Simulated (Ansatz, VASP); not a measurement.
**FeGe: VASP beside Ansatz**

```
Fe Ge
1.0
     4.65203    0.00000    0.00000
     0.00000    4.65203    0.00000
     0.00000    0.00000    4.65203
Fe Ge
4 4
Direct
  0.13121 0.13121 0.13121
  0.36879 0.86879 0.63121
  0.63121 0.36879 0.86879
  0.86879 0.63121 0.36879
  0.83733 0.83733 0.83733
  0.66267 0.16267 0.33733
  0.33733 0.66267 0.16267
  0.16267 0.33733 0.66267
```

Alike in both runs: functional PBEsol; k mesh 10 × 10 × 10; occupations gaussian, width 0.03 eV; no spin polarisation.

Ansatz relaxed the structure, and its values are those at the end. VASP's run is a single point on that final structure, the one shown.

```csv
,VASP,Ansatz
version,VASP 6.6.1,Ansatz 0.2.0
potentials or method,"VASP PAW PBE potentials, release 64 (Fe, Ge_d), cutoff 520 eV","scalar-relativistic, plane waves, PAW"
valence electrons in the cell,88,120
```

```tsv
	VASP	Ansatz	Ansatz less VASP
gap on the k mesh at the Fermi level (eV)	0.10	0.11	+0.005
least direct gap on the mesh (eV)	0.13	0.13	+0.006
pressure (GPa)	-7.9	-8.2	-0.28
rms of the force components (eV/Å)	0.010	0.000	-0.0094
```

VASP's potentials were made for PBE, not for PBEsol. VASP's potentials hold 88 valence electrons a cell and Ansatz's 120, so a difference there can come from the potentials and not from the codes. Ansatz's warnings: stress scf threshold loose.
